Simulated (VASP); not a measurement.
A run of VASP 6.6.1:

INCAR

```
ALGO = Normal
EDIFF = 1E-8
ENCUT = 520
GGA = PS
ISIF = 2
ISMEAR = -1
LASPH = T
LCHARG = F
LEFG = T
LREAL = F
LWAVE = F
NBANDS = 20
NELM = 60
PREC = Accurate
SIGMA = 0.08
```

The input KPOINTS:

```
k-points
0
Gamma
  12 12 12
```

File POSCAR:

```
TiTc
1.0
    3.0679678205      0.0000000000      0.0000000000
    0.0000000000      3.0679678205      0.0000000000
    0.0000000000      0.0000000000      3.0679678205
Ti Tc
1 1
Direct
    0.5000000000      0.5000000000      0.5000000000
    0.0000000000      0.0000000000      0.0000000000
```

Potentials or basis: VASP PAW PBE potentials, release 64 (Ti_sv, Tc_pv).

The run is started by

```console
$ cat potpaw_PBE.64/Ti_sv/POTCAR potpaw_PBE.64/Tc_pv/POTCAR > POTCAR
$ mpirun -np 1 vasp_std > vasp.out
```

Hardware: 1 thread of Intel(R) Xeon(R) 6975P-C (Granite Rapids), on a shared host.

Question: How long does it take, and how much memory?

Answer: Wall time 14 s on 1 thread of Intel(R) Xeon(R) 6975P-C (Granite Rapids) (shared host), peak memory 0.17 GiB. Counts: scf iterations 15, k points 84.
